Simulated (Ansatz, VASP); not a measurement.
**Co in VASP and in Ansatz**

```xyz
1
Lattice="2.2368 0.0000 0.0000 0.0000 2.2368 0.0000 0.0000 0.0000 2.2368" Properties=species:S:1:pos:R:3 pbc="T T T"
Co    0.0000    0.0000    0.0000
```

Alike in both runs: task single point; functional revPBE; k mesh 15 × 15 × 15; occupations fermi-dirac, width 0.1 eV; no spin polarisation.

|  | VASP | Ansatz |
| --- | --- | --- |
| version | VASP 6.6.1 | Ansatz 0.2.0 |
| potentials or method | VASP PAW PBE potentials, release 64 (Co_sv), cutoff 600 eV | plane waves (420 eV) with PAW, scalar-relativistic |
| valence electrons in the cell | 17 | 17 |

|  | VASP | Ansatz | Ansatz less VASP |
| --- | --- | --- | --- |
| pressure (GPa) | 13.8 | 17.3 | +3.52 |

VASP's potentials were made for PBE, not for revPBE.
